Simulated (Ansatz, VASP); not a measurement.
## LiH: VASP beside Ansatz

```xyz
2
Lattice="1.9300 1.9300 0.0000 -1.9300 1.9300 0.0000 0.0000 1.9300 1.9300" Properties=species:S:1:pos:R:3 pbc="T T T"
Li    0.0000    0.0000    0.0000
H     0.0000    1.9300    0.0000
```

Alike in both runs: task single point; functional PBEsol; k mesh 10 × 10 × 10; no spin polarisation.

```csv
,VASP,Ansatz
version,VASP 6.6.1,Ansatz 0.2.0
potentials or method,"VASP PAW PBE potentials, release 64 (Li_sv, H), cutoff 520 eV","all-electron LAPW, scalar-relativistic"
occupations,"gaussian, width 0.01 eV",fixed
```

```tsv
	VASP	Ansatz	Ansatz less VASP
gap on the k mesh at the Fermi level (eV)	2.64	2.64	+0.002
```

VASP's potentials were made for PBE, not for PBEsol. Ansatz ran all-electron here, and VASP with PAW potentials.

Noted on VASP's run: the cutoff is short for stress, so the pressure is rough.
